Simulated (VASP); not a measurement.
# ZnS (Cm) in VASP: a series of runs

Runs on ZnS. Level: PBEsol. Tasks: single point.

Program: VASP 6.6.1. These are calculated values, not measurements. Logs are shortened: lines on timing, memory, paths and dates and some standing lists are left out, and cuts for length are marked.

## Step 1: The cell of the first run

It takes space group Cm (No. 8, monoclinic). The conventional cell has a = 7.575 Å, b = 7.575 Å, c = 5.357 Å, α = 90.00°, β = 90.00°, γ = 90.00°. Zn (site symmetry m) has 4 S at 2.20 to 2.44 Å within 2.9 Å. Within 3.1 Å of Zn (site symmetry m) lie 4 S at 2.32 Å. Within 3.1 Å of Zn (site symmetry 1) lie 4 S at 2.32 Å. Within 2.9 Å of S (site symmetry m) lie 4 Zn at 2.20 to 2.32 Å. S (site symmetry m) has 4 Zn at 2.32 to 2.44 Å within 3.1 Å. Within 3.1 Å of S (site symmetry 1) lie 4 Zn at 2.32 Å.

## Step 2: Single point, PBEsol (atom 1 (Zn) moved -0.150 Å along Cartesian [1 -1 0])

The input, INCAR:

```
SYSTEM = ZnS
PREC     = Accurate       ! precision mode
ENCUT    = 520            ! plane-wave cutoff, eV
EDIFF    = 1E-6           ! SCF threshold, eV
ISMEAR   = 0              ! smearing method
SIGMA    = 0.05           ! smearing width, eV
LREAL    = .False.        ! projectors in reciprocal space
LASPH    = .True.         ! aspherical terms in the spheres
NELM     = 80             ! most SCF steps
ALGO     = Normal         ! electronic algorithm
ISIF     = 2              ! what is computed and relaxed
LWAVE    = .False.        ! write WAVECAR
LCHARG   = .True.         ! write CHGCAR
GGA      = PS             ! functional
LELF     = .True.         ! ELF
LVHAR    = .True.       
NBANDS   = 46             ! bands
```

The input, KPOINTS:

```
Automatic mesh
0
Gamma
  6 6 6
  0 0 0
```

The input, POSCAR:

```
ZnS
1.0
    5.3565181498      0.0000000000      0.0000000000
    0.0000000000     -5.3565181498      0.0000000000
    0.0000000000      0.0000000000     -5.3565181498
Zn S
4 4
Direct
   -0.0198012989     -0.0198012989      0.0000000000
    0.5000000000      0.5000000000      0.0000000000
    0.5000000000      0.0000000000      0.5000000000
    0.0000000000      0.5000000000      0.5000000000
    0.7500000000      0.7500000000      0.7500000000
    0.2500000000      0.2500000000      0.7500000000
    0.2500000000      0.7500000000      0.2500000000
    0.7500000000      0.2500000000      0.2500000000
```

Potentials or basis: VASP PAW PBE potentials, release 64 (Zn, S).

On the command line:

```sh
$ cat potpaw_PBE.64/Zn/POTCAR potpaw_PBE.64/S/POTCAR > POTCAR
$ mpirun -np 1 vasp_std > vasp.out
```

OUTCAR:

```text
SYSTEM = ZnS
   PREC = Accurate
   ENCUT = 520
   EDIFF = 1E-6
   ISMEAR = 0
   LREAL = .False.
   LASPH = .True.
   NELM = 80
   ISIF = 2
   GGA = PS

 ion  position               nearest neighbor table
   1  0.980  0.980  0.000-   5 2.20   7 2.32   8 2.32   6 2.44
   2  0.500  0.500  0.000-   5 2.32   6 2.32   7 2.32   8 2.32
   3  0.500  0.000  0.500-   5 2.32   6 2.32   7 2.32   8 2.32
   4  0.000  0.500  0.500-   5 2.32   6 2.32   7 2.32   8 2.32
   5  0.750  0.750  0.750-   1 2.20   2 2.32   3 2.32   4 2.32
   6  0.250  0.250  0.750-   2 2.32   3 2.32   4 2.32   1 2.44
   7  0.250  0.750  0.250-   2 2.32   3 2.32   4 2.32   1 2.32
   8  0.750  0.250  0.250-   2 2.32   3 2.32   4 2.32   1 2.32

  LATTYP: Found a simple cubic cell.
 ALAT       =     5.3565181498

  Lattice vectors:

 A1 = (   5.3565181498,   0.0000000000,   0.0000000000)
 A2 = (   0.0000000000,  -5.3565181498,   0.0000000000)
 A3 = (   0.0000000000,   0.0000000000,  -5.3565181498)

Analysis of symmetry for initial positions (statically):
=====================================================================
 Subroutine PRICEL returns:
 Original cell was already a primitive cell.

 Routine SETGRP: Setting up the symmetry group for a
 simple cubic supercell.

 Subroutine GETGRP returns: Found  2 space group operations
 (whereof  2 operations were pure point group operations)
 out of a pool of 48 trial point group operations.

The static configuration has the point symmetry C_1h.

Analysis of symmetry for dynamics (positions and initial velocities):
=====================================================================
 Subroutine PRICEL returns:
 Original cell was already a primitive cell.

 Routine SETGRP: Setting up the symmetry group for a
 simple cubic supercell.

 Subroutine GETGRP returns: Found  2 space group operations
 (whereof  2 operations were pure point group operations)
 out of a pool of 48 trial point group operations.

The dynamic configuration has the point symmetry C_1h.

 Subroutine INISYM returns: Found  2 space group operations
 (whereof  2 operations are pure point group operations),
 and found     1 'primitive' translations

----------------------------------------------------------------------------------------

                                     Primitive cell

  volume of cell :     153.6908

  direct lattice vectors                    reciprocal lattice vectors
     5.356518150  0.000000000  0.000000000     0.186688437  0.000000000  0.000000000
     0.000000000 -5.356518150  0.000000000     0.000000000 -0.186688437  0.000000000
     0.000000000  0.000000000 -5.356518150     0.000000000  0.000000000 -0.186688437

  length of vectors
     5.356518150  5.356518150  5.356518150     0.186688437  0.186688437  0.186688437

  position of ions in fractional coordinates (direct lattice)
     0.980198701  0.980198701  0.000000000
     0.500000000  0.500000000  0.000000000
     0.500000000  0.000000000  0.500000000
     0.000000000  0.500000000  0.500000000
     0.750000000  0.750000000  0.750000000
     0.250000000  0.250000000  0.750000000
     0.250000000  0.750000000  0.250000000
     0.750000000  0.250000000  0.250000000

  ion indices of the primitive-cell ions
   primitive index   ion index
                 1           1
                 2           2
                 3           3
                 4           4
                 5           5
                 6           6
                 7           7
                 8           8

----------------------------------------------------------------------------------------

 KPOINTS: Automatic mesh

Automatic generation of k-mesh.
 Grid dimensions read from file:
 generate k-points for:    6    6    6

 Generating k-lattice:

  Cartesian coordinates                     Fractional coordinates (reciprocal lattice)
     0.031114739  0.000000000  0.000000000     0.166666667  0.000000000  0.000000000
     0.000000000 -0.031114739  0.000000000     0.000000000  0.166666667  0.000000000
     0.000000000  0.000000000 -0.031114739     0.000000000  0.000000000  0.166666667

  Length of vectors
     0.031114739  0.031114739  0.031114739

  Shift w.r.t. Gamma in fractional coordinates (k-lattice)
     0.000000000  0.000000000  0.000000000

 Subroutine IBZKPT returns following result:
 ===========================================

 Found     68 irreducible k-points:

 Following reciprocal coordinates:
            Coordinates               Weight
  0.000000  0.000000  0.000000      1.000000
  0.166667  0.000000  0.000000      4.000000
  0.000000  0.000000  0.166667      2.000000
  0.333333  0.000000  0.000000      4.000000
  0.000000  0.000000  0.333333      2.000000
  0.500000  0.000000  0.000000      2.000000
[... 16 lines left out ...]
 -0.333333  0.333333  0.000000      2.000000
 -0.333333  0.000000  0.333333      4.000000
 [... further k-points ...]
   k-points           NKPTS =     68   k-points in BZ     NKDIM =     68   number of bands    NBANDS=     46
   number of dos      NEDOS =    301   number of ions     NIONS =      8
   total plane-waves  NPLWV =  64000
   dimension x,y,z NGX =    40 NGY =   40 NGZ =   40
   dimension x,y,z NGXF=    80 NGYF=   80 NGZF=   80
   ions per type =               4   4
   NGX,Y,Z   is equivalent  to a cutoff of  12.41, 12.41, 12.41 a.u.
   NGXF,Y,Z  is equivalent  to a cutoff of  24.83, 24.83, 24.83 a.u.
 SYSTEM =  ZnS
   PREC   = accura    normal or accurate (medium, high low for compatibility)
   ISTART =      0    job   : 0-new  1-cont  2-samecut
   ICHARG =      2    charge: 1-file 2-atom 10-const
   ISPIN  =      1    spin polarized calculation?
   LNONCOLLINEAR =      F non collinear calculations
   LSORBIT =      F    spin-orbit coupling
   LASPH  =      T    aspherical Exc in radial PAW
   ENCUT  =  520.0 eV  38.22 Ry    6.18 a.u.   9.96  9.96  9.96*2*pi/ulx,y,z
   NELM   =     80;   NELMIN=  2; NELMDL= -5     # of ELM steps
   EDIFF  = 0.1E-05   stopping-criterion for ELM
   LREAL  =      F    real-space projection
   EDIFFG = 0.1E-04   stopping-criterion for IOM
   NSW    =      0    number of steps for IOM
   IBRION =     -1    ionic relax: 0-MD 1-quasi-New 2-CG
   NFREE  =      0    steps in history (QN), initial steepest desc. (CG)
   ISIF   =      2    stress and relaxation
   ISYM   =      2    0-nonsym 1-usesym 2-fastsym
   POTIM  = 0.5000    time-step for ionic-motion
   TEBEG  =    0.0;   TEEND  =   0.0 temperature during run
   PSTRESS=    0.0 pullay stress
   NELECT =      72.0000    total number of electrons
   NUPDOWN=      -1.0000    fix difference up-down
   EMIN   =  10.00;   EMAX   =-10.00  energy-range for DOS
   EFERMI =   0.00;   METHOD = LEGACY
   ISMEAR =     0;   SIGMA  =   0.05  broadening in eV -4-tet -1-fermi 0-gaus
   EFERMI_NEDOS =   21; number of points for ismear=-14 and -15
   IALGO  =     38    algorithm
   IMIX   =      4    mixing-type and parameters
     AMIX     =   0.40;   BMIX     =  1.00
     AMIX_MAG =   1.60;   BMIX_MAG =  1.00
  volume/ion in A,a.u.               =      19.21       129.64
  Fermi-wavevector in a.u.,A,eV,Ry     =   1.271461  2.402713 21.995360  1.616613
  Thomas-Fermi vector in A             =   2.404393
   LORBIT       =      0    0 simple, 1 ext, 2 COOP (PROOUT), +10 PAW based schemes
   GGA     = PS    functional components
   LHFCALC =     F    Hartree Fock is set to
   AEXX    =    0.0000 exact exchange contribution
   IVDW    =     0    specifies the selected vdW correction
   LEPSILON=     F    determine dielectric tensor
   LRPA    =     F    only Hartree local field effects (RPA)
 non-spin polarized calculation
 Gauss-broadening in eV      SIGMA  =   0.05
  energy-cutoff  :      520.00
  volume of cell :      153.69
 maximum number of plane-waves:      4224
   NGX = 19   NGY = 19   NGZ = 19

 number of electron      72.0000094 magnetization

 Free energy of the ion-electron system (eV)
  ---------------------------------------------------
  ext. energy  EPLUGINS =         0.00000000
  ---------------------------------------------------
  free energy    TOTEN  =       -30.27460326 eV

  energy without entropy =      -30.27460326  energy(sigma->0) =      -30.27460326

 E-fermi :   2.5490     XC(G=0):  -9.9741

 val. band max:        2.2969061480   @ k =   0.0000   0.0000   0.0000
 cond. band min:       4.3500093869   @ k =   0.0000   0.0000   0.0000
 fundamental gap:      2.0531032389
 Fermi energy:         2.5490070050

 k-point     1 :       0.0000    0.0000    0.0000
  band No.  band energies     occupation
      1     -11.1078      2.00000
      2      -9.9082      2.00000
      3      -9.7464      2.00000
      4      -9.5946      2.00000
      5      -4.3538      2.00000
      6      -4.3124      2.00000
[... 38 lines left out ...]
     45       8.5605      0.00000
     46       8.5917      0.00000

 k-point     2 :       0.1667    0.0000    0.0000
  band No.  band energies     occupation
      1     -11.0352      2.00000
      2      -9.9460      2.00000
      3      -9.7945      2.00000
      4      -9.6109      2.00000
      5      -4.3462      2.00000
      6      -4.2894      2.00000
[... 38 lines left out ...]
     45       8.8602      0.00000
     46       8.8869      0.00000

 k-point     3 :       0.0000    0.0000    0.1667
  band No.  band energies     occupation
      1     -11.0341      2.00000
      2      -9.9713      2.00000
      3      -9.7447      2.00000
      4      -9.6367      2.00000
      5      -4.3360      2.00000
      6      -4.2941      2.00000
[... 38 lines left out ...]
     45       8.8673      0.00000
     46       8.8852      0.00000

 k-point     4 :       0.3333    0.0000    0.0000
  band No.  band energies     occupation
      1     -10.8335      2.00000
      2     -10.1536      2.00000
      3      -9.8365      2.00000
      4      -9.6212      2.00000
      5      -4.3510      2.00000
      6      -4.2592      2.00000
[... 920 lines left out ...]
     45       9.0088      0.00000
     46       9.1748      0.00000

 k-point    23 :      -0.3333    0.3333    0.0000
  band No.  band energies     occupation
      1     -10.6116      2.00000
      2     -10.0931      2.00000
      3     -10.0238      2.00000
      4      -9.7467      2.00000
      5      -4.2447      2.00000
      6      -4.2191      2.00000
[... 38 lines left out ...]
     45       9.1354      0.00000
     46       9.1570      0.00000

 k-point    24 :      -0.3333    0.0000    0.3333
  band No.  band energies     occupation
      1     -10.6091      2.00000
      2     -10.1443      2.00000
      3      -9.9537      2.00000
      4      -9.7678      2.00000
      5      -4.2422      2.00000
      6      -4.2034      2.00000
[... 38 lines left out ...]
     45       9.1053      0.00000
     46       9.2981      0.00000

 [... further k-points ...]
[... 5 lines left out ...]
  --------------------------------------------------------------------------------------
  -------------------------------------------------------------------------------------
  Total        0.3623933      0.3623933      0.5108903     -0.2583109      0.6841620     -0.6841620
  in kB        3.7778356      3.7778356      5.3258689     -2.6928087      7.1321717     -7.1321716
  external PRESSURE =       4.2938467 kB  Pullay stress =       0.0000000 kB

 VOLUME and BASIS-vectors are now :
 -----------------------------------------------------------------------------
  energy-cutoff  :      520.00
  volume of cell :      153.69
      direct lattice vectors                 reciprocal lattice vectors
     5.356518150  0.000000000  0.000000000     0.186688437  0.000000000  0.000000000
     0.000000000 -5.356518150  0.000000000     0.000000000 -0.186688437  0.000000000
     0.000000000  0.000000000 -5.356518150     0.000000000  0.000000000 -0.186688437

 POSITION                                       TOTAL-FORCE (eV/Angst)
 -----------------------------------------------------------------------------------
      5.25045     -5.25045      0.00000         0.780788     -0.780788     -0.278185
      2.67826     -2.67826      0.00000        -0.124778      0.124778      0.004313
      2.67826      0.00000     -2.67826        -0.124180     -0.149950     -0.002280
      0.00000     -2.67826     -2.67826         0.149950      0.124180     -0.002280
      4.01739     -4.01739     -4.01739        -0.428561      0.428561      0.450555
      1.33913     -1.33913     -4.01739        -0.229041      0.229041     -0.206460
      1.33913     -4.01739     -1.33913        -0.030313     -0.006135      0.017169
      4.01739     -1.33913     -1.33913         0.006135      0.030313      0.017169
 -----------------------------------------------------------------------------------
    total drift:                               -0.000625      0.000625     -0.000003

  FREE ENERGIE OF THE ION-ELECTRON SYSTEM (eV)
  ---------------------------------------------------
  free  energy   TOTEN  =       -30.2746032624 eV

  energy  without entropy=      -30.2746032624  energy(sigma->0) =      -30.27460326
```

It took 4.7 min on 1 thread of AMD EPYC 9R14 (Zen 4), shared host; peak memory 0.46 GiB.

Results:

| Quantity | Value |
| --- | --- |
| Free energy | -30.2746 eV |
| Pressure | 0.4 GPa |
| Largest force | 1.139 eV/Å |
| Band gap on the k mesh | 2.05 eV |

Forces in eV/Å, atoms in the order of the input:
```
Zn   0.781 -0.781 -0.278
Zn  -0.125  0.125  0.004
Zn  -0.124 -0.150 -0.002
Zn   0.150  0.124 -0.002
S   -0.429  0.429  0.451
S   -0.229  0.229 -0.206
S   -0.030 -0.006  0.017
S    0.006  0.030  0.017
```

Stress tensor (GPa, compression positive):
```
 0.38 -0.27 -0.71
-0.27  0.38  0.71
-0.71  0.71  0.53
```

Levels at points of the mesh, in eV from the valence-band top:
```csv
k point,band 34,band 35,band 36,band 37,band 38,band 39
"(0.00, 0.00, 0.00)",-0.07,-0.03,0.00,2.05,2.95,3.14
"(0.50, 0.00, 0.00)",-1.42,-1.27,-1.23,4.20,4.29,4.52
"(0.00, 0.00, 0.50)",-1.34,-1.34,-1.31,4.25,4.29,4.51
"(0.50, 0.50, 0.00)",-0.99,-0.97,-0.91,4.78,4.78,4.79
"(0.00, 0.50, 0.50)",-1.03,-0.94,-0.86,4.68,4.74,4.83
"(0.50, 0.50, 0.50)",-0.89,-0.88,-0.76,3.16,3.20,3.21
```

Caveat: the cell differs from its parent crystal (atom 1 (Zn) moved -0.150 Å along Cartesian [1 -1 0]); the PAW data sets were made with another functional, which shifts forces and pressure a little.

## Step 3: Single point, PBEsol (atom 1 (Zn) moved +0.263 Å along Cartesian [1 -1 0])

The input, INCAR:

```
SYSTEM = ZnS
  ALGO = Normal
  EDIFF = 1E-6
  ENCUT = 520
  GGA = PS
  ISIF = 2
  ISMEAR = 0
  LASPH = .TRUE.
  LCHARG = .FALSE.
  LREAL = .FALSE.
  LWAVE = .FALSE.
  NBANDS = 46
  NELM = 60
  PREC = Accurate
  SIGMA = 0.05
```

The input, KPOINTS:

```
k-points
0
G
  6 6 6
  0 0 0
```

Changes to POSCAR since step 2:

```diff
@@ -8,3 +8,3 @@
 Direct
-   -0.0198012989     -0.0198012989      0.0000000000
+    0.0346522732      0.0346522732      0.0000000000
     0.5000000000      0.5000000000      0.0000000000
```

Potentials or basis: VASP PAW PBE potentials, release 64 (Zn, S).

On the command line:

```sh
$ cat potpaw_PBE.64/Zn/POTCAR potpaw_PBE.64/S/POTCAR > POTCAR
$ mpirun -np 1 vasp_std > vasp.out
```

Wall time 3.8 min (1 thread of Intel Xeon 6975P-C (Granite Rapids), shared host); peak memory 0.49 GiB.

Results (log left out):

```yaml
Free_energy: -30.0976 eV
Pressure: 0.9 GPa
Largest_force: 2.250 eV/Å
Band_gap_on_the_k_mesh: 2.01 eV, direct
```

Forces on the atoms (eV/Å):
```
Zn  -1.464  1.464 -0.880
Zn   0.220 -0.220  0.012
Zn   0.216  0.261 -0.007
Zn  -0.261 -0.216 -0.007
S    0.309 -0.309 -0.268
S    0.928 -0.928  1.047
S   -0.028 -0.081  0.051
S    0.081  0.028  0.051
```

Stress tensor (GPa, compression positive):
```
 0.70 -0.81  1.36
-0.81  0.70 -1.36
 1.36 -1.36  1.22
```

Levels at points of the mesh, in eV from the valence-band top:
| k point | band 34 | band 35 | band 36 | band 37 | band 38 | band 39 |
| --- | --- | --- | --- | --- | --- | --- |
| (0.00, 0.00, 0.00) | -0.11 | -0.04 | 0.00 | 2.01 | 2.79 | 3.11 |
| (0.50, 0.00, 0.00) | -1.49 | -1.24 | -1.17 | 4.07 | 4.25 | 4.50 |
| (0.00, 0.00, 0.50) | -1.36 | -1.36 | -1.27 | 4.15 | 4.28 | 4.47 |
| (0.50, 0.50, 0.00) | -1.01 | -0.95 | -0.88 | 4.73 | 4.75 | 4.75 |
| (0.00, 0.50, 0.50) | -1.09 | -0.93 | -0.79 | 4.56 | 4.68 | 4.83 |
| (0.50, 0.50, 0.50) | -0.86 | -0.86 | -0.65 | 3.10 | 3.16 | 3.19 |

Caveat: the cell differs from its parent crystal (atom 1 (Zn) moved +0.263 Å along Cartesian [1 -1 0]); the PAW data sets were made with another functional, which shifts forces and pressure a little.
